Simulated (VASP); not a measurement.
Input of a VASP 6.6.1 run:

INCAR

```
ALGO = Normal
EDIFF = 1E-6
ENCUT = 600
GGA = CA
GGA_COMPAT = F
ISIF = 2
ISMEAR = -1
ISPIN = 2
LASPH = T
LCHARG = T
LELF = T
LMAXMIX = 4
LORBIT = 11
LREAL = F
LVHAR = T
LWAVE = F
MAGMOM = 0 3.2
NBANDS = 20
NELM = 200
PREC = Accurate
SIGMA = 0.1
```

The input KPOINTS:

```
k-points
0
Gamma
  10 10 10
```

The input POSCAR:

```
BeCo
1.0
    2.6060000000      0.0000000000      0.0000000000
    0.0000000000      2.6060000000      0.0000000000
    0.0000000000      0.0000000000      2.6060000000
Be Co
1 1
Direct
    0.0000000000      0.0000000000      0.0000000000
    0.5000000000      0.5000000000      0.5000000000
```

Potentials or basis: VASP PAW LDA potentials, release 64 (Be, Co_sv).

Launch:

```sh
$ cat potpaw_LDA.64/Be/POTCAR potpaw_LDA.64/Co_sv/POTCAR > POTCAR
$ mpirun -np 1 vasp_std > vasp.out
```

(1) What does it give for the net moment?

(2) Estimate the site moments.

(3) Estimate the pressure.

## Answers

(1) 0.19 μB per cell.

(2) Be -0.01; Co +0.19 μB.

(3) -16.9 GPa.
